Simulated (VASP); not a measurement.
CuNi2:

```
Cu Ni
1.0
     2.51617    0.00000    0.00000
    -1.25808    2.17907    0.00000
     0.00000    0.00000   11.99062
Cu Ni
2 4
Cartesian
  0.0000 1.4527 2.9977
  1.2581 0.7264 8.9930
  0.0000 1.4527 10.9914
  0.0000 1.4527 6.9945
  1.2581 0.7264 0.9992
  1.2581 0.7264 4.9961
```

```yaml
Program: VASP 6.6.1
Task: relaxation of cell and atoms
Functional: PBE
Potentials_or_basis: VASP PAW PBE potentials, release 64 (Cu, Ni)
Cutoff: 600 eV
k_mesh: 6 × 6 × 2
Occupations: gaussian, width 0.1 eV
Spin: collinear spin, ferromagnetic start
Starting_moments: "[0.0, 0.0, 2.0, 2.0, 2.0, 2.0] μB"
```

At the start: pressure 4.8 GPa; volume 10.96 Å³/atom.

Where does the relaxation end?

Over 5 steps the energy falls by 19.7 meV/atom and the volume is 11.24 Å³/atom (+2.6 %); space group P6_3/mmc (No. 194, to 0.1 Å) before and after; moment 2.12 μB per cell.

The path:
```
step  energy change (eV)  largest force (eV/Å)  pressure (GPa)  volume (Å³)
   1              0.0000                0.4388            4.78        65.74
   2             -0.0953                0.1564           -3.48        68.87
   3             -0.0976                0.1852           -2.51        68.43
   4             -0.1179                0.0143            0.49        67.31
   5             -0.1182                0.0326            0.09        67.43
```

Final structure:
```
CELL_PARAMETERS angstrom
2.49823 0.00000 0.00000
-1.24912 2.16353 0.00000
0.00000 0.00000 12.47593
ATOMIC_POSITIONS crystal
Cu 0.33333 0.66667 0.25000
Cu 0.66667 0.33333 0.75000
Ni 0.33333 0.66667 0.91911
Ni 0.33333 0.66667 0.58089
Ni 0.66667 0.33333 0.08089
Ni 0.66667 0.33333 0.41911
```

Caveat: the k points lie up to 0.48 Å⁻¹ apart in the final cell.
